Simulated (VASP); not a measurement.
# Hf2Ti3N5 (R-3m) in VASP: single point with PBE

Aim: the single point of Hf2Ti3N5 with PBE.

Everything below comes from runs of VASP 6.6.1. Logs are shortened: lines on timing, memory, paths and dates and some standing lists are left out, and cuts for length are marked.

### 1 The cell of the first run

Symmetry: R-3m, No. 166, trigonal system. The conventional cell has a = 3.110 Å, b = 3.110 Å, c = 37.650 Å, α = 90.00°, β = 90.00°, γ = 120.00°. Hf (site symmetry 3m) has 6 N at 2.22 to 2.23 Å within 2.9 Å. Ti (site symmetry 3m) has 6 N at 2.14 to 2.19 Å within 2.8 Å. Within 2.9 Å of Ti (site symmetry -3m) lie 6 N at 2.17 Å. Within 3.2 Å of N (site symmetry 3m) lie 3 Ti at 2.19 Å and 3 Hf at 2.23 Å and 12 N at 3.01 to 3.19 Å. Within 2.8 Å of N (site symmetry -3m) lie 6 Ti at 2.14 Å. Within 2.9 Å of N (site symmetry 3m) lie 3 Ti at 2.17 Å and 3 Hf at 2.22 Å.

### 2 Single point, PBE

File INCAR:

```
SYSTEM = Hf2Ti3N5
ALGO = Normal
EDIFF = 1E-6
ENCUT = 520
GGA = PE
ISIF = 2
ISMEAR = 0
LASPH = .TRUE.
LCHARG = .FALSE.
LREAL = .FALSE.
LWAVE = .FALSE.
NBANDS = 52
NELM = 80
PREC = Accurate
SIGMA = 0.1
```

File KPOINTS:

```
k-points
0
G
  6 6 6
  0 0 0
```

File POSCAR:

```
Hf2Ti3N5
1.0
    1.5550484000      0.8978076000     12.5499994000
   -1.5550484000      0.8978076000     12.5499994000
    0.0000000000     -1.7956152000     12.5499994000
Hf Ti N
2 3 5
Direct
    0.0993810000      0.0993810000      0.0993810000
    0.9006190000      0.9006190000      0.9006190000
    0.6975910000      0.6975910000      0.6975910000
    0.3024090000      0.3024090000      0.3024090000
    0.5000000000      0.5000000000      0.5000000000
    0.3976020000      0.3976020000      0.3976020000
    0.0000000000      0.0000000000      0.0000000000
    0.6023980000      0.6023980000      0.6023980000
    0.1991370000      0.1991370000      0.1991370000
    0.8008630000      0.8008630000      0.8008630000
```

Potentials or basis: VASP PAW PBE potentials, release 64 (Hf_pv, Ti_sv, N).

Started as:

```console
> cat potpaw_PBE.64/Hf_pv/POTCAR potpaw_PBE.64/Ti_sv/POTCAR potpaw_PBE.64/N/POTCAR > POTCAR
> mpirun -np 1 vasp_std > vasp.out
```

OUTCAR:

```text
SYSTEM = Hf2Ti3N5
   EDIFF = 1E-6
   ENCUT = 520
   GGA = PE
   ISIF = 2
   ISMEAR = 0
   LASPH = .TRUE.
   LREAL = .FALSE.
   NELM = 80
   PREC = Accurate

 ion  position               nearest neighbor table
   1  0.099  0.099  0.099-  10 2.22  10 2.22  10 2.22   6 2.23   6 2.23   6 2.23   5 3.11   5 3.11
                             5 3.11   3 3.14   3 3.14   3 3.14
   2  0.901  0.901  0.901-   9 2.22   9 2.22   9 2.22   8 2.23   8 2.23   8 2.23   5 3.11   5 3.11
                             5 3.11   4 3.14   4 3.14   4 3.14
   3  0.698  0.698  0.698-   7 2.14   7 2.14   7 2.14   6 2.19   6 2.19   6 2.19   1 3.14   1 3.14
                             1 3.14
   4  0.302  0.302  0.302-   7 2.14   7 2.14   7 2.14   8 2.19   8 2.19   8 2.19   2 3.14   2 3.14
                             2 3.14
   5  0.500  0.500  0.500-   9 2.17  10 2.17   9 2.17   9 2.17  10 2.17  10 2.17   2 3.11   1 3.11
                             2 3.11   1 3.11   2 3.11   1 3.11
   6  0.398  0.398  0.398-   3 2.19   3 2.19   3 2.19   1 2.23   1 2.23   1 2.23
   7  0.000  0.000  0.000-   3 2.14   4 2.14   3 2.14   3 2.14   4 2.14   4 2.14
   8  0.602  0.602  0.602-   4 2.19   4 2.19   4 2.19   2 2.23   2 2.23   2 2.23
   9  0.199  0.199  0.199-   5 2.17   5 2.17   5 2.17   2 2.22   2 2.22   2 2.22
  10  0.801  0.801  0.801-   5 2.17   5 2.17   5 2.17   1 2.22   1 2.22   1 2.22

  LATTYP: Found a trigonal (rhomboedric) cell.
 ALAT       =    12.6778041850
 COS(alpha) =     0.9699094775

  Lattice vectors:

 A1 = (   1.5550484000,   0.8978076000,  12.5499994000)
 A2 = (  -1.5550484000,   0.8978076000,  12.5499994000)
 A3 = (   0.0000000000,  -1.7956152000,  12.5499994000)

Analysis of symmetry for initial positions (statically):
=====================================================================
 Subroutine PRICEL returns:
 Original cell was already a primitive cell.

 Routine SETGRP: Setting up the symmetry group for a
 trigonal (rhombohedral) supercell.

 Subroutine GETGRP returns: Found 12 space group operations
 (whereof 12 operations were pure point group operations)
 out of a pool of 12 trial point group operations.

The static configuration has the point symmetry D_3d.

Analysis of symmetry for dynamics (positions and initial velocities):
=====================================================================
 Subroutine PRICEL returns:
 Original cell was already a primitive cell.

 Routine SETGRP: Setting up the symmetry group for a
 trigonal (rhombohedral) supercell.

 Subroutine GETGRP returns: Found 12 space group operations
 (whereof 12 operations were pure point group operations)
 out of a pool of 12 trial point group operations.

The dynamic configuration has the point symmetry D_3d.

 Subroutine INISYM returns: Found 12 space group operations
 (whereof 12 operations are pure point group operations),
 and found     1 'primitive' translations

----------------------------------------------------------------------------------------

                                     Primitive cell

  volume of cell :     105.1289

  direct lattice vectors                    reciprocal lattice vectors
     1.555048400  0.897807600 12.549999400     0.321533401  0.185637398  0.026560426
    -1.555048400  0.897807600 12.549999400    -0.321533401  0.185637398  0.026560426
     0.000000000 -1.795615200 12.549999400     0.000000000 -0.371274796  0.026560426

  length of vectors
    12.677804185 12.677804185 12.677804182     0.372223625  0.372223625  0.372223629

  position of ions in fractional coordinates (direct lattice)
     0.099381000  0.099381000  0.099381000
     0.900619000  0.900619000  0.900619000
     0.697591000  0.697591000  0.697591000
     0.302409000  0.302409000  0.302409000
     0.500000000  0.500000000  0.500000000
     0.397602000  0.397602000  0.397602000
     0.000000000  0.000000000  0.000000000
     0.602398000  0.602398000  0.602398000
     0.199137000  0.199137000  0.199137000
     0.800863000  0.800863000  0.800863000

  ion indices of the primitive-cell ions
   primitive index   ion index
                 1           1
                 2           2
                 3           3
                 4           4
                 5           5
                 6           6
                 7           7
                 8           8
                 9           9
                10          10

----------------------------------------------------------------------------------------

 KPOINTS: k-points

Automatic generation of k-mesh.
 Grid dimensions read from file:
 generate k-points for:    6    6    6

 Generating k-lattice:

  Cartesian coordinates                     Fractional coordinates (reciprocal lattice)
     0.053588900  0.030939566  0.004426738     0.166666667 -0.000000000 -0.000000000
    -0.053588900  0.030939566  0.004426738    -0.000000000  0.166666667 -0.000000000
     0.000000000 -0.061879133  0.004426738    -0.000000000 -0.000000000  0.166666667

  Length of vectors
     0.062037271  0.062037271  0.062037272

  Shift w.r.t. Gamma in fractional coordinates (k-lattice)
     0.000000000  0.000000000  0.000000000

 Subroutine IBZKPT returns following result:
 ===========================================

 Found     32 irreducible k-points:

 Following reciprocal coordinates:
            Coordinates               Weight
  0.000000  0.000000  0.000000      1.000000
  0.166667  0.000000 -0.000000      6.000000
  0.333333 -0.000000 -0.000000      6.000000
  0.500000  0.000000 -0.000000      3.000000
  0.166667  0.166667 -0.000000      6.000000
  0.333333  0.166667 -0.000000     12.000000
[... 16 lines left out ...]
  0.500000  0.500000  0.166667      6.000000
 -0.333333  0.500000  0.166667     12.000000
 [... further k-points ...]
   k-points           NKPTS =     32   k-points in BZ     NKDIM =     32   number of bands    NBANDS=     52
   number of dos      NEDOS =    301   number of ions     NIONS =     10
   total plane-waves  NPLWV = 884736
   dimension x,y,z NGX =    96 NGY =   96 NGZ =   96
   dimension x,y,z NGXF=   192 NGYF=  192 NGZF=  192
   ions per type =               2   3   5
   NGX,Y,Z   is equivalent  to a cutoff of  12.59, 12.59, 12.59 a.u.
   NGXF,Y,Z  is equivalent  to a cutoff of  25.18, 25.18, 25.18 a.u.
 SYSTEM =  Hf2Ti3N5
   PREC   = accura    normal or accurate (medium, high low for compatibility)
   ISTART =      0    job   : 0-new  1-cont  2-samecut
   ICHARG =      2    charge: 1-file 2-atom 10-const
   ISPIN  =      1    spin polarized calculation?
   LNONCOLLINEAR =      F non collinear calculations
   LSORBIT =      F    spin-orbit coupling
   LASPH  =      T    aspherical Exc in radial PAW
   ENCUT  =  520.0 eV  38.22 Ry    6.18 a.u.  23.57 23.57 23.57*2*pi/ulx,y,z
   NELM   =     80;   NELMIN=  2; NELMDL= -5     # of ELM steps
   EDIFF  = 0.1E-05   stopping-criterion for ELM
   LREAL  =      F    real-space projection
[... 7 lines left out ...]
   TEBEG  =    0.0;   TEEND  =   0.0 temperature during run
   PSTRESS=    0.0 pullay stress
   NELECT =      81.0000    total number of electrons
   NUPDOWN=      -1.0000    fix difference up-down
   EMIN   =  10.00;   EMAX   =-10.00  energy-range for DOS
   EFERMI =   0.00;   METHOD = LEGACY
   ISMEAR =     0;   SIGMA  =   0.10  broadening in eV -4-tet -1-fermi 0-gaus
   EFERMI_NEDOS =   21; number of points for ismear=-14 and -15
   IALGO  =     38    algorithm
   IMIX   =      4    mixing-type and parameters
     AMIX     =   0.40;   BMIX     =  1.00
     AMIX_MAG =   1.60;   BMIX_MAG =  1.00
  volume/ion in A,a.u.               =      10.51        70.94
  Fermi-wavevector in a.u.,A,eV,Ry     =   1.500822  2.836142 30.646661  2.252466
  Thomas-Fermi vector in A             =   2.612272
   LORBIT       =      0    0 simple, 1 ext, 2 COOP (PROOUT), +10 PAW based schemes
   GGA     = PE    functional components
   LHFCALC =     F    Hartree Fock is set to
   AEXX    =    0.0000 exact exchange contribution
   IVDW    =     0    specifies the selected vdW correction
   LEPSILON=     F    determine dielectric tensor
   LRPA    =     F    only Hartree local field effects (RPA)
 non-spin polarized calculation
 Gauss-broadening in eV      SIGMA  =   0.10
  energy-cutoff  :      520.00
  volume of cell :      105.13
 maximum number of plane-waves:      2853
 NGX is ok and might be reduce to    96
   NGX = 47   NGY = 47   NGZ = 47

 number of electron      80.9999996 magnetization

 Free energy of the ion-electron system (eV)
  ---------------------------------------------------
  ext. energy  EPLUGINS =         0.00000000
  ---------------------------------------------------
  free energy    TOTEN  =      -102.28932216 eV

  energy without entropy =     -102.27303447  energy(sigma->0) =     -102.28117832

 E-fermi :   9.8790     XC(G=0): -12.7918

 val. band max:        9.8786112409   @ k =   0.1667   0.1667  -0.0000
 cond. band min:       9.8898399001   @ k =  -0.1667   0.1667   0.0000
 fundamental gap:      0.0112286592
 Fermi energy:         9.8789554102

 k-point     1 :       0.0000    0.0000    0.0000
  band No.  band energies     occupation
      1     -48.0499      2.00000
      2     -47.9910      2.00000
      3     -47.9516      2.00000
      4     -24.5453      2.00000
      5     -24.3084      2.00000
      6     -24.2100      2.00000
[... 44 lines left out ...]
     51      12.0186      0.00000
     52      12.0593      0.00000

 k-point     2 :       0.1667    0.0000   -0.0000
  band No.  band energies     occupation
      1     -48.0362      2.00000
      2     -47.9843      2.00000
      3     -47.9413      2.00000
      4     -24.5142      2.00000
      5     -24.2901      2.00000
      6     -24.2722      2.00000
[... 44 lines left out ...]
     51      11.9599      0.00000
     52      11.9636      0.00000
[... 1153 lines left out ...]
     51      12.3398      0.00000
     52      13.0214      0.00000

 k-point    24 :      -0.3333    0.5000    0.1667
  band No.  band energies     occupation
      1     -47.9892      2.00000
      2     -47.9698      2.00000
      3     -47.9106      2.00000
      4     -24.5038      2.00000
      5     -24.4518      2.00000
      6     -24.3752      2.00000
[... 44 lines left out ...]
     51      12.7623      0.00000
     52      13.0851      0.00000

 [... further k-points ...]

------------------------ aborting loop because EDIFF is reached ----------------------------------------

  FORCE on cell =-STRESS in cart. coord.  units (eV):
  Direction    XX          YY          ZZ          XY          YZ          ZX
  --------------------------------------------------------------------------------------
  -------------------------------------------------------------------------------------
  Total       -0.7017765     -0.7017765     -0.5069371      0.0000000      0.0000000     -0.0000000
  in kB      -10.6951589    -10.6951586     -7.7257834      0.0000000      0.0000000     -0.0000000
  external PRESSURE =      -9.7053670 kB  Pullay stress =       0.0000000 kB

 VOLUME and BASIS-vectors are now :
 -----------------------------------------------------------------------------
  energy-cutoff  :      520.00
  volume of cell :      105.13
      direct lattice vectors                 reciprocal lattice vectors
     1.555048400  0.897807600 12.549999400     0.321533401  0.185637398  0.026560426
    -1.555048400  0.897807600 12.549999400    -0.321533401  0.185637398  0.026560426
     0.000000000 -1.795615200 12.549999400     0.000000000 -0.371274796  0.026560426

 POSITION                                       TOTAL-FORCE (eV/Angst)
 -----------------------------------------------------------------------------------
      0.00000      0.00000      3.74169         0.000000      0.000000      0.161453
      0.00000      0.00000     33.90830         0.000000      0.000000     -0.161453
      0.00000      0.00000     26.26430         0.000000     -0.000000     -0.099155
      0.00000      0.00000     11.38570         0.000000     -0.000000      0.099155
      0.00000      0.00000     18.82500         0.000000     -0.000000      0.000000
      0.00000      0.00000     14.96971         0.000000      0.000000      0.148140
      0.00000      0.00000      0.00000         0.000000      0.000000      0.000000
      0.00000      0.00000     22.68028         0.000000      0.000000     -0.148140
      0.00000      0.00000      7.49751         0.000000      0.000000      0.241256
      0.00000      0.00000     30.15249         0.000000      0.000000     -0.241256
 -----------------------------------------------------------------------------------
    total drift:                                0.000000     -0.000000     -0.000000

  FREE ENERGIE OF THE ION-ELECTRON SYSTEM (eV)
  ---------------------------------------------------
  free  energy   TOTEN  =      -102.2893221586 eV

  energy  without entropy=     -102.2730344726  energy(sigma->0) =     -102.28117832
```

Wall time 48 min (1 thread of Intel Xeon 6975P-C (Granite Rapids), shared host); peak memory 1.7 GiB.

Results:

- Free energy: -102.2893 eV
- Pressure: -1.0 GPa
- Largest force: 0.241 eV/Å
- Band gap on the k mesh: zero (an odd number of electrons rules out a gap without spin polarisation)

Forces in eV/Å, atoms in the order of the input:
```
Hf   0.000  0.000  0.161
Hf   0.000  0.000 -0.161
Ti   0.000  0.000 -0.099
Ti   0.000  0.000  0.099
Ti   0.000  0.000  0.000
N    0.000  0.000  0.148
N    0.000  0.000  0.000
N    0.000  0.000 -0.148
N    0.000  0.000  0.241
N    0.000  0.000 -0.241
```

Levels at points of the mesh, in eV from the Fermi level:
```tsv
k point	band 39	band 40	band 41	band 42	band 43	band 44
(0.00, 0.00, 0.00)	-0.63	-0.63	-0.43	-0.02	-0.02	0.10
(0.50, 0.00, 0.00)	-2.30	-2.24	0.31	0.32	1.40	1.62
(0.50, 0.50, 0.00)	-3.25	-1.21	-0.89	1.38	1.40	1.60
(0.50, 0.50, 0.50)	-0.51	-0.51	-0.22	-0.22	-0.18	-0.13
```

Caveat: the k points lie up to 0.39 Å⁻¹ apart, too coarse for converged energies and pressures of a metal; spin-orbit coupling is left out, which moves the levels of the heavy elements.
